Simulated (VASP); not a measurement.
Wanted: the native input for a VASP 6.6.1 run.

| Quantity | Value |
| --- | --- |
| Task | single point |
| Functional | PBEsol |
| Potentials or basis | VASP PAW PBE potentials, release 64 (Mg, Zn, O) |
| Cutoff | 700 eV |
| k mesh | 1 × 1 × 1, shifted |
| Occupations | fermi-dirac, width 0.05 eV |
| Spin | no spin polarisation |
| Dipole correction | no |
| Further INCAR settings | LREAL = Auto; ALGO = Normal; EDIFF = 1e-06; NBANDS = 376; ISYM = -1 |

The structure of Mg11Zn13O24 lies in POSCAR:

```
Mg11Zn13O24
1.0
    9.7584696578      0.0000000000      0.0000000000
    0.0000000000     11.2781914986      0.0000000000
    0.0000000000      0.0000000000     10.3149879887
Mg Zn O
22 26 48
Direct
    0.1648990000      0.0829800000      0.2463960000
    0.0000910000      0.3337620000      0.2489930000
    0.0009660000      0.3313530000      0.7460680000
    0.4995680000      0.0844530000      0.7469020000
    0.1652760000      0.5827990000      0.7449810000
    0.0015180000      0.8320550000      0.7452160000
    0.8324780000      0.0825340000      0.2475290000
    0.6652120000      0.3330500000      0.2472870000
    0.4983600000      0.5853640000      0.2481930000
    0.8337370000      0.5847360000      0.7451080000
    0.9998640000      0.1665240000      0.9971710000
    0.3306730000      0.1672860000      0.4974170000
    0.3338420000      0.1664480000      0.9979850000
    0.9992330000      0.6664770000      0.4945870000
    0.6652840000      0.1665130000      0.9960590000
    0.4997020000      0.4181090000      0.5009420000
    0.4975510000      0.4180910000      0.9963980000
    0.3289350000      0.6676770000      0.9963040000
    0.8350760000      0.4190800000      0.9971980000
    0.6673640000      0.6683350000      0.9961070000
    0.4985610000      0.9184330000      0.9965570000
    0.8341300000      0.9149310000      0.9958320000
    0.1683230000      0.0819660000      0.7500620000
    0.5015330000      0.0839460000      0.2495950000
    0.3351650000      0.3343340000      0.2475310000
    0.3313340000      0.3334110000      0.7490990000
    0.1685180000      0.5835140000      0.2481820000
    0.9983840000      0.8330850000      0.2480950000
    0.8329470000      0.0825640000      0.7505080000
    0.6675310000      0.3347900000      0.7520190000
    0.4992310000      0.5847290000      0.7515840000
    0.3323500000      0.8333980000      0.2473110000
    0.3339580000      0.8341090000      0.7471630000
    0.8301190000      0.5814890000      0.2487120000
    0.6674500000      0.8328580000      0.2470580000
    0.6646640000      0.8338930000      0.7489030000
    0.9995740000      0.1644100000      0.4998960000
    0.1680200000      0.4158950000      0.4971070000
    0.1648040000      0.4168380000      0.9972060000
    0.9988910000      0.6654580000      0.9982850000
    0.6680450000      0.1680900000      0.5001390000
    0.3347740000      0.6675120000      0.4989740000
    0.1660810000      0.9183200000      0.4968820000
    0.1654120000      0.9144750000      0.9967400000
    0.8312020000      0.4147490000      0.4999420000
    0.6640570000      0.6672710000      0.4987970000
    0.5003450000      0.9167000000      0.4974230000
    0.8320160000      0.9181170000      0.4996460000
    0.9988080000      0.1672730000      0.1891520000
    0.0004720000      0.1642790000      0.6921200000
    0.3330770000      0.1663770000      0.1906810000
    0.3328420000      0.1671400000      0.6893660000
    0.1668510000      0.4168610000      0.1901420000
    0.1660950000      0.4163130000      0.6891640000
    0.9988180000      0.6654180000      0.1919650000
    0.0000110000      0.6665380000      0.6858370000
    0.6668780000      0.1667310000      0.1883890000
    0.6673660000      0.1680760000      0.6927750000
    0.5003570000      0.4188160000      0.1891980000
    0.4998110000      0.4173600000      0.6929970000
    0.3325220000      0.6677050000      0.1877700000
    0.3328860000      0.6669250000      0.6914150000
    0.1652040000      0.9160640000      0.1894600000
    0.1674080000      0.9168810000      0.6888650000
    0.8330870000      0.4156670000      0.1891660000
    0.8340910000      0.4167920000      0.6924560000
    0.6657950000      0.6666400000      0.1881980000
    0.6654070000      0.6672710000      0.6913020000
    0.4996650000      0.9171640000      0.1891560000
    0.4998140000      0.9179360000      0.6898570000
    0.8332610000      0.9165100000      0.1877510000
    0.8330580000      0.9162130000      0.6919500000
    0.1658290000      0.0837340000      0.4377100000
    0.1668190000      0.0826040000      0.9426780000
    0.9993760000      0.3323590000      0.4416640000
    0.9990170000      0.3325870000      0.9384130000
    0.4998240000      0.0843980000      0.4428530000
    0.4991900000      0.0841640000      0.9379240000
    0.3347410000      0.3335920000      0.4402660000
    0.3319800000      0.3329400000      0.9409270000
    0.1674750000      0.5834030000      0.4408640000
    0.1647020000      0.5827600000      0.9370040000
    0.9987280000      0.8341520000      0.4409370000
    0.9998200000      0.8315150000      0.9369910000
    0.8324000000      0.0836240000      0.4394730000
    0.8329600000      0.0826250000      0.9429550000
    0.6647170000      0.3336910000      0.4394430000
    0.6664360000      0.3347660000      0.9444230000
    0.4993680000      0.5834320000      0.4394790000
    0.4983520000      0.5853720000      0.9436470000
    0.3329880000      0.8338240000      0.4396280000
    0.3329660000      0.8337170000      0.9392680000
    0.8311810000      0.5822860000      0.4417690000
    0.8323290000      0.5843030000      0.9369680000
    0.6667210000      0.8334780000      0.4395040000
    0.6653630000      0.8346220000      0.9407630000
```

The input as run:

INCAR

```
PREC = Accurate
ENCUT = 700
EDIFF = 1E-6
ISMEAR = -1
SIGMA = 0.05
LREAL = Auto
LASPH = T
NELM = 120
ALGO = Normal
ISIF = 2
LWAVE = F
LCHARG = T
GGA = PS
LELF = T
LVHAR = T
ISYM = -1
NBANDS = 376
GGA_COMPAT = F
KPAR = 1
```

KPOINTS

```
explicit points
1
Reciprocal
  0.25000000   0.25000000   0.25000000 1
```

Potentials or basis: VASP PAW PBE potentials, release 64 (Mg, Zn, O).

Command:

```bash
$ cat potpaw_PBE.64/Mg/POTCAR potpaw_PBE.64/Zn/POTCAR potpaw_PBE.64/O/POTCAR > POTCAR
$ mpirun -np 4 vasp_std > vasp.out
```

It gave:

- Pressure: 0.2 GPa
- Largest force: 0.082 eV/Å
- Band gap on the k mesh: 2.56 eV

Caveat: the PAW data sets were made with another functional, which shifts forces and pressure a little; a shifted mesh leaves out Γ, where band edges can lie.

Wall time 17 min on 4 MPI ranks on AMD EPYC 7R43 64-Core Processor (Zen 3), on a shared host, peak memory 0.64 GiB a rank.
